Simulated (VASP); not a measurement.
W16C, 17 atoms in the cell. The cell holds a slab with vacuum, 17 atoms: a = 6.367 Å, b = 6.367 Å, c = 20.143 Å, α = 90.00°, β = 90.00°, γ = 90.00°. 

```yaml
Program: VASP 6.6.1
Task: single point
Functional: PBE
Potentials_or_basis: VASP PAW PBE potentials, release 64 (W_sv, C)
Cutoff: 520 eV
k_mesh: 4 × 4 × 1
Occupations: gaussian, width 0.1 eV
Spin: no spin polarisation
Dipole_correction: yes
Further_INCAR_settings: LREAL = Auto; ALGO = Normal; EDIFF = 1e-06; NBANDS = 128
```

Potentials or basis: VASP PAW PBE potentials, release 64 (W_sv, C).

Run with:

```console
$ cat potpaw_PBE.64/W_sv/POTCAR potpaw_PBE.64/C/POTCAR > POTCAR
$ mpirun -np 1 vasp_std > vasp.out
```

Hardware: 1 thread of Intel Xeon 8259CL, with other jobs on the host.

Question: How long does it take, and how much memory?

Answer: Run time: 51 min on 1 thread of Intel Xeon 8259CL, on a shared host, peak memory 0.92 GiB. Counts: scf iterations 35, k points 6.
